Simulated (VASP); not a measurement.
# CdF2 in VASP: notebook

The runs below take CdF2 through single point, with PBE, r2SCAN.

Program: VASP 6.6.1. These are calculated values, not measurements. Logs are shortened: lines on timing, memory, paths and dates and some standing lists are left out, and cuts for length are marked.

## 1. The cell of the first run

Symmetry: I4/mmm, No. 139, tetragonal system. The conventional cell has a = 3.794 Å, b = 3.794 Å, c = 5.512 Å, α = 90.00°, β = 90.00°, γ = 90.00°. Within 3.1 Å of Cd (site symmetry 4/mmm) lie 8 F at 2.34 Å. Within 3.1 Å of F (site symmetry -4m2) lie 4 Cd at 2.34 Å and 6 F at 2.68 to 2.76 Å.

## 2. Single point, PBE (uniaxial x strain +2.7%)

File INCAR:

```
SYSTEM = CdF2
  PREC = Accurate
  ENCUT = 700
  EDIFF = 1E-6
  ISMEAR = -1
  SIGMA = 0.02
  LREAL = .FALSE.
  LASPH = .TRUE.
  NELM = 120
  ALGO = Normal
  ISIF = 2
  LWAVE = .FALSE.
  LCHARG = .FALSE.
  GGA = PE
  NBANDS = 24
  GGA_COMPAT = .FALSE.
```

File KPOINTS:

```
Automatic mesh
0
G
  8 8 8
  0 0 0
```

File POSCAR:

```
CdF2
1.0
    0.0000000000      2.6825809990      2.6825809990
    2.7558154603      0.0000000000      2.6825809990
    2.7558154603      2.6825809990      0.0000000000
Cd F
1 2
Direct
    0.0000000000      0.0000000000      0.0000000000
    0.2500000000      0.2500000000      0.2500000000
    0.7500000000      0.7500000000      0.7500000000
```

Potentials or basis: VASP PAW PBE potentials, release 64 (Cd_sv_GW, F).

The run is started by

```bash
> cat potpaw_PBE.64/Cd_sv_GW/POTCAR potpaw_PBE.64/F/POTCAR > POTCAR
> mpirun -np 1 vasp_std > vasp.out
```

OUTCAR:

```text
SYSTEM = CdF2
   PREC = Accurate
   ENCUT = 700
   EDIFF = 1E-6
   ISMEAR = -1
   LREAL = .FALSE.
   LASPH = .TRUE.
   NELM = 120
   ISIF = 2
   GGA = PE

 ion  position               nearest neighbor table
   1  0.000  0.000  0.000-
   2  0.250  0.250  0.250-
   3  0.750  0.750  0.750-

  LATTYP: Found a body centered tetragonal cell.
 ALAT       =     3.7937424310
 C/A-ratio  =     1.4528215926

  Lattice vectors:

 A1 = (   2.7558154603,   0.0000000000,   2.6825809990)
 A2 = (   2.7558154603,   0.0000000000,  -2.6825809990)
 A3 = (  -2.7558154603,   2.6825809990,   0.0000000000)

Analysis of symmetry for initial positions (statically):
=====================================================================
 Subroutine PRICEL returns:
 Original cell was already a primitive cell.

 Routine SETGRP: Setting up the symmetry group for a
 body centered tetragonal supercell.

 Subroutine GETGRP returns: Found 16 space group operations
 (whereof 16 operations were pure point group operations)
 out of a pool of 16 trial point group operations.

The static configuration has the point symmetry D_4h.

Analysis of symmetry for dynamics (positions and initial velocities):
=====================================================================
 Subroutine PRICEL returns:
 Original cell was already a primitive cell.

 Routine SETGRP: Setting up the symmetry group for a
 body centered tetragonal supercell.

 Subroutine GETGRP returns: Found 16 space group operations
 (whereof 16 operations were pure point group operations)
 out of a pool of 16 trial point group operations.

The dynamic configuration has the point symmetry D_4h.

 Subroutine INISYM returns: Found 16 space group operations
 (whereof 16 operations are pure point group operations),
 and found     1 'primitive' translations

----------------------------------------------------------------------------------------

                                     Primitive cell

  volume of cell :      39.6630

  direct lattice vectors                    reciprocal lattice vectors
     0.000000000  2.682580999  2.682580999    -0.181434500  0.186387662  0.186387662
     2.755815460  0.000000000  2.682580999     0.181434500 -0.186387662  0.186387662
     2.755815460  2.682580999  0.000000000     0.181434500  0.186387662 -0.186387662

  length of vectors
     3.793742431  3.845875670  3.845875670     0.319998748  0.319998748  0.319998748

  position of ions in fractional coordinates (direct lattice)
     0.000000000  0.000000000  0.000000000
     0.250000000  0.250000000  0.250000000
     0.750000000  0.750000000  0.750000000

  ion indices of the primitive-cell ions
   primitive index   ion index
                 1           1
                 2           2
                 3           3

----------------------------------------------------------------------------------------

 KPOINTS: Automatic mesh

Automatic generation of k-mesh.
 Grid dimensions read from file:
 generate k-points for:    8    8    8

 Generating k-lattice:

  Cartesian coordinates                     Fractional coordinates (reciprocal lattice)
    -0.022679312  0.023298458  0.023298458     0.125000000  0.000000000  0.000000000
     0.022679312 -0.023298458  0.023298458     0.000000000  0.125000000  0.000000000
     0.022679312  0.023298458 -0.023298458     0.000000000  0.000000000  0.125000000

  Length of vectors
     0.039999843  0.039999843  0.039999843

  Shift w.r.t. Gamma in fractional coordinates (k-lattice)
     0.000000000  0.000000000  0.000000000

 Subroutine IBZKPT returns following result:
 ===========================================

 Found     59 irreducible k-points:

 Following reciprocal coordinates:
            Coordinates               Weight
  0.000000  0.000000  0.000000      1.000000
  0.125000  0.000000  0.000000      8.000000
  0.250000  0.000000  0.000000      8.000000
  0.375000  0.000000  0.000000      8.000000
  0.500000  0.000000  0.000000      4.000000
  0.125000  0.125000  0.000000      4.000000
[... 16 lines left out ...]
  0.250000  0.125000  0.125000      4.000000
  0.375000  0.125000  0.125000      8.000000
 [... further k-points ...]
   k-points           NKPTS =     59   k-points in BZ     NKDIM =     59   number of bands    NBANDS=     24
   number of dos      NEDOS =    301   number of ions     NIONS =      3
   total plane-waves  NPLWV =  46656
   dimension x,y,z NGX =    36 NGY =   36 NGZ =   36
   dimension x,y,z NGXF=    72 NGYF=   72 NGZF=   72
   ions per type =               1   2
   NGX,Y,Z   is equivalent  to a cutoff of  15.78, 15.56, 15.56 a.u.
   NGXF,Y,Z  is equivalent  to a cutoff of  31.55, 31.12, 31.12 a.u.
 SYSTEM =  CdF2
   PREC   = accura    normal or accurate (medium, high low for compatibility)
   ISTART =      0    job   : 0-new  1-cont  2-samecut
   ICHARG =      2    charge: 1-file 2-atom 10-const
   ISPIN  =      1    spin polarized calculation?
   LNONCOLLINEAR =      F non collinear calculations
   LSORBIT =      F    spin-orbit coupling
   LASPH  =      T    aspherical Exc in radial PAW
   ENCUT  =  700.0 eV  51.45 Ry    7.17 a.u.   8.18  8.30  8.30*2*pi/ulx,y,z
   NELM   =    120;   NELMIN=  2; NELMDL= -5     # of ELM steps
   EDIFF  = 0.1E-05   stopping-criterion for ELM
   LREAL  =      F    real-space projection
   EDIFFG = 0.1E-04   stopping-criterion for IOM
   NSW    =      0    number of steps for IOM
   IBRION =     -1    ionic relax: 0-MD 1-quasi-New 2-CG
   NFREE  =      0    steps in history (QN), initial steepest desc. (CG)
   ISIF   =      2    stress and relaxation
   ISYM   =      2    0-nonsym 1-usesym 2-fastsym
   POTIM  = 0.5000    time-step for ionic-motion
   TEBEG  =    0.0;   TEEND  =   0.0 temperature during run
   PSTRESS=    0.0 pullay stress
   NELECT =      34.0000    total number of electrons
   NUPDOWN=      -1.0000    fix difference up-down
   EMIN   =  10.00;   EMAX   =-10.00  energy-range for DOS
   EFERMI =   0.00;   METHOD = LEGACY
   ISMEAR =    -1;   SIGMA  =   0.02  broadening in eV -4-tet -1-fermi 0-gaus
   EFERMI_NEDOS =   21; number of points for ismear=-14 and -15
   IALGO  =     38    algorithm
   IMIX   =      4    mixing-type and parameters
     AMIX     =   0.40;   BMIX     =  1.00
     AMIX_MAG =   1.60;   BMIX_MAG =  1.00
  volume/ion in A,a.u.               =      13.22        89.22
  Fermi-wavevector in a.u.,A,eV,Ry     =   1.555151  2.938809 32.905612  2.418494
  Thomas-Fermi vector in A             =   2.659134
   LORBIT       =      0    0 simple, 1 ext, 2 COOP (PROOUT), +10 PAW based schemes
   GGA     = PE    functional components
   LHFCALC =     F    Hartree Fock is set to
   AEXX    =    0.0000 exact exchange contribution
   IVDW    =     0    specifies the selected vdW correction
   LEPSILON=     F    determine dielectric tensor
   LRPA    =     F    only Hartree local field effects (RPA)
 non-spin polarized calculation
  energy-cutoff  :      700.00
  volume of cell :       39.66
 maximum number of plane-waves:      1688
 NGX is ok and might be reduce to    36
   NGX = 17   NGY = 17   NGZ = 17

 number of electron      33.9999997 magnetization

 Free energy of the ion-electron system (eV)
  ---------------------------------------------------
  ext. energy  EPLUGINS =         0.00000000
  ---------------------------------------------------
  free energy    TOTEN  =       -10.99165505 eV

  energy without entropy =      -10.99165505  energy(sigma->0) =      -10.99165505

 E-fermi :   1.1894     XC(G=0): -10.4752

 val. band max:        0.5345881834   @ k =   0.5000  -0.2500   0.2500
 cond. band min:       3.5407073183   @ k =   0.0000   0.0000   0.0000
 fundamental gap:      3.0061191349
 Fermi energy:         1.1894079460

 k-point     1 :       0.0000    0.0000    0.0000
  band No.  band energies     occupation
      1     -97.9499      2.00000
      2     -59.0487      2.00000
      3     -59.0487      2.00000
      4     -59.0376      2.00000
      5     -20.2097      2.00000
      6     -19.1460      2.00000
[... 16 lines left out ...]
     23      20.0175      0.00000
     24      20.6169      0.00000

 k-point     2 :       0.1250    0.0000    0.0000
  band No.  band energies     occupation
      1     -97.9499      2.00000
      2     -59.0489      2.00000
      3     -59.0487      2.00000
      4     -59.0377      2.00000
      5     -20.1617      2.00000
      6     -19.1881      2.00000
[... 16 lines left out ...]
     23      19.6160      0.00000
     24      20.1745      0.00000

 k-point     3 :       0.2500    0.0000    0.0000
  band No.  band energies     occupation
      1     -97.9498      2.00000
      2     -59.0496      2.00000
      3     -59.0488      2.00000
      4     -59.0380      2.00000
      5     -20.0312      2.00000
      6     -19.3026      2.00000
[... 16 lines left out ...]
     23      19.4551      0.00000
     24      19.9214      0.00000

 k-point     4 :       0.3750    0.0000    0.0000
  band No.  band energies     occupation
      1     -97.9498      2.00000
      2     -59.0502      2.00000
      3     -59.0490      2.00000
      4     -59.0383      2.00000
      5     -19.8520      2.00000
      6     -19.4631      2.00000
[... 16 lines left out ...]
     23      18.9396      0.00000
     24      19.3909      0.00000

 k-point     5 :       0.5000    0.0000    0.0000
  band No.  band energies     occupation
      1     -97.9498      2.00000
      2     -59.0505      2.00000
      3     -59.0490      2.00000
      4     -59.0385      2.00000
      5     -19.6883      2.00000
      6     -19.6182      2.00000
[... 451 lines left out ...]
 k-point    22 :       0.0000    0.1250    0.1250
  band No.  band energies     occupation
      1     -97.9499      2.00000
      2     -59.0488      2.00000
      3     -59.0488      2.00000
      4     -59.0379      2.00000
      5     -20.1524      2.00000
      6     -19.1940      2.00000
[... 16 lines left out ...]
     23      19.8753      0.00000
     24      20.7118      0.00000

 k-point    23 :       0.2500    0.1250    0.1250
  band No.  band energies     occupation
      1     -97.9499      2.00000
      2     -59.0495      2.00000
      3     -59.0488      2.00000
      4     -59.0378      2.00000
      5     -20.0820      2.00000
      6     -19.2586      2.00000
[... 16 lines left out ...]
     23      19.3289      0.00000
     24      20.6274      0.00000

 k-point    24 :       0.3750    0.1250    0.1250
  band No.  band energies     occupation
      1     -97.9498      2.00000
      2     -59.0501      2.00000
      3     -59.0489      2.00000
      4     -59.0382      2.00000
      5     -19.9351      2.00000
      6     -19.3866      2.00000
[... 16 lines left out ...]
     23      18.7550      0.00000
     24      21.2163      0.00000

 [... further k-points ...]

------------------------ aborting loop because EDIFF is reached ----------------------------------------

  FORCE on cell =-STRESS in cart. coord.  units (eV):
  Direction    XX          YY          ZZ          XY          YZ          ZX
  --------------------------------------------------------------------------------------
  -------------------------------------------------------------------------------------
  Total        0.3583968      1.0765931      1.0765931     -0.0000000      0.0000000     -0.0000000
  in kB       14.4773427     43.4886951     43.4886951     -0.0000000      0.0000000     -0.0000000
  external PRESSURE =      33.8182443 kB  Pullay stress =       0.0000000 kB

 VOLUME and BASIS-vectors are now :
 -----------------------------------------------------------------------------
  energy-cutoff  :      700.00
  volume of cell :       39.66
      direct lattice vectors                 reciprocal lattice vectors
     0.000000000  2.682580999  2.682580999    -0.181434500  0.186387662  0.186387662
     2.755815460  0.000000000  2.682580999     0.181434500 -0.186387662  0.186387662
     2.755815460  2.682580999  0.000000000     0.181434500  0.186387662 -0.186387662

 POSITION                                       TOTAL-FORCE (eV/Angst)
 -----------------------------------------------------------------------------------
      0.00000      0.00000      0.00000         0.000000      0.000000      0.000000
      1.37791      1.34129      1.34129         0.000000      0.000000      0.000000
      4.13372      4.02387      4.02387        -0.000000     -0.000000     -0.000000
 -----------------------------------------------------------------------------------
    total drift:                               -0.000000      0.000000      0.000000

  FREE ENERGIE OF THE ION-ELECTRON SYSTEM (eV)
  ---------------------------------------------------
  free  energy   TOTEN  =       -10.9916550498 eV

  energy  without entropy=      -10.9916550498  energy(sigma->0) =      -10.99165505
```

It took 62 s on 1 thread of AMD EPYC 9R45 (Zen 5), shared host; peak memory 0.24 GiB.

Results:

```
Free energy            : -10.9917 eV
Pressure               : 3.4 GPa
Band gap on the k mesh : 3.01 eV (least direct gap 3.50 eV)
```

Levels at points of the mesh, in eV from the valence-band top:
| k point | band 15 | band 16 | band 17 | band 18 | band 19 | band 20 |
| --- | --- | --- | --- | --- | --- | --- |
| (0.00, 0.00, 0.00) | -0.57 | -0.57 | -0.49 | 3.01 | 12.59 | 12.59 |
| (0.50, 0.00, 0.00) | -1.78 | -0.44 | -0.43 | 7.05 | 9.07 | 14.27 |
| (0.50, 0.50, 0.00) | -0.45 | -0.17 | -0.08 | 7.86 | 9.54 | 11.88 |
| (0.00, 0.50, 0.50) | -0.60 | -0.09 | -0.09 | 7.89 | 9.62 | 11.89 |

Caveat: the cell differs from its parent crystal (uniaxial x strain +2.7%); the cell stands under pressure. A k mesh can miss the band edges.

## 3. Single point, r2SCAN

This run uses another cell than the first one, of 12.87 Å³/atom.

File POSCAR:

```
CdF2
1.0
    0.0000000000      2.6825809990      2.6825809990
    2.6825809990      0.0000000000      2.6825809990
    2.6825809990      2.6825809990      0.0000000000
Cd F
1 2
Direct
    0.0000000000      0.0000000000      0.0000000000
    0.2500000000      0.2500000000      0.2500000000
    0.7500000000      0.7500000000      0.7500000000
```

File INCAR.step1:

```
SYSTEM = CdF2
PREC = Accurate
ENCUT = 770
ISMEAR = 0
SIGMA = 0.01
LREAL = .False.
LASPH = .True.
NELM = 120
NBANDS = 24
GGA = PE
ALGO = Normal
EDIFF = 1E-5
LWAVE = .True.
LCHARG = .False.
GGA_COMPAT = .False.
```

File INCAR.step2:

```
SYSTEM = CdF2
PREC = Accurate
ENCUT = 770
EDIFF = 1E-6
ISMEAR = 0
SIGMA = 0.01
LREAL = .False.
LASPH = .True.
NELM = 120
ALGO = Normal
ISIF = 2
LWAVE = .False.
LCHARG = .False.
METAGGA = R2SCAN
LMIXTAU = .True.
NBANDS = 24
ISTART = 1
GGA_COMPAT = .False.
```

File KPOINTS:

```
regular mesh
0
Gamma
  8 8 8
  0 0 0
```

Potentials or basis: VASP PAW PBE potentials, release 64 (Cd_sv_GW, F).

The run is started by

```bash
> cat potpaw_PBE.64/Cd_sv_GW/POTCAR potpaw_PBE.64/F/POTCAR > POTCAR
> cp INCAR.step1 INCAR
> mpirun -np 1 vasp_std > vasp.out
> cp INCAR.step2 INCAR
> mpirun -np 1 vasp_std > vasp.out
```

Wall time 88 s (1 thread of Intel Xeon 6975P-C (Granite Rapids), shared host); peak memory 0.25 GiB.

Results (log left out):

```
Free energy            : -33.8432 eV
Pressure               : 1.1 GPa
Band gap on the k mesh : 3.84 eV (least direct gap 4.34 eV)
```

Levels at points of the mesh, in eV from the valence-band top:
| k point | band 13 | band 14 | band 15 | band 16 | band 17 | band 18 | band 19 | band 20 | band 21 | band 22 |
| --- | --- | --- | --- | --- | --- | --- | --- | --- | --- | --- |
| (0.00, 0.00, 0.00) | -1.02 | -1.02 | -0.50 | -0.50 | -0.50 | 3.84 | 13.68 | 13.68 | 13.68 | 18.07 |
| (0.50, 0.00, 0.00) | -2.34 | -1.90 | -1.90 | -0.40 | -0.40 | 8.12 | 9.74 | 15.73 | 15.73 | 19.09 |
| (0.50, 0.50, 0.00) | -3.03 | -3.03 | -0.55 | -0.09 | -0.09 | 9.02 | 10.65 | 12.24 | 15.43 | 15.43 |

Caveat: the PAW data sets were made with another functional, which shifts forces and pressure a little.

(Continued in part 2 of 2.)
